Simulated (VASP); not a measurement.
Here is a VASP 6.6.1 calculation.

The input INCAR:

```
SYSTEM = Si3BTe2
PREC     = Accurate       ! precision mode
ENCUT    = 600            ! plane-wave cutoff, eV
EDIFF    = 1E-6           ! SCF threshold, eV
ISMEAR   = 0              ! smearing method
SIGMA    = 0.1            ! smearing width, eV
LREAL    = .False.        ! projectors in reciprocal space
LASPH    = .True.         ! aspherical terms in the spheres
NELM     = 100            ! most SCF steps
ALGO     = Normal         ! electronic algorithm
ISIF     = 3              ! what is computed and relaxed
LWAVE    = .False.        ! write WAVECAR
LCHARG   = .False.        ! write CHGCAR
GGA      = PE             ! functional
IBRION   = 2              ! ionic algorithm
NSW      = 90             ! ionic steps
EDIFFG   = -0.04          ! ionic threshold
```

KPOINTS

```
regular mesh
0
Gamma
  6 6 2
  0 0 0
```

The input POSCAR:

```
Si3BTe2
1.0
    3.5985582700      0.0000000000      0.0000000000
    0.0000000000      3.5985582700      0.0000000000
    0.0000000000      0.0000000000     11.3948840700
Si B Te
3 1 2
Direct
    0.5000000000      0.5000000000      0.1787200000
    0.5000000000      0.5000000000      0.5000000000
    0.5000000000      0.5000000000      0.8212800000
    0.0000000000      0.0000000000      0.0000000000
    0.0000000000      0.0000000000      0.3334420000
    0.0000000000      0.0000000000      0.6665580000
```

Potentials or basis: VASP PAW PBE potentials, release 64 (Si, B, Te).

Run with:

```bash
$ cat potpaw_PBE.64/Si/POTCAR potpaw_PBE.64/B/POTCAR potpaw_PBE.64/Te/POTCAR > POTCAR
$ mpirun -np 1 vasp_std > vasp.out
```

(1) What does it give for the space group after relaxing (to 0.1 Å)?

(2) What does it give for the relaxed cell?

(3) Estimate the relaxed volume.

Answers

(1) P4/mmm (No. 123).

(2) a = 3.331 Å, b = 3.331 Å, c = 9.842 Å, α = 90.00°, β = 90.00°, γ = 90.00°.

(3) 18.20 Å³/atom.

Caveat: the volume moved by over 15 % at a fixed basis, so the end points are rough; the highest band is partly filled, so the run has too few bands.
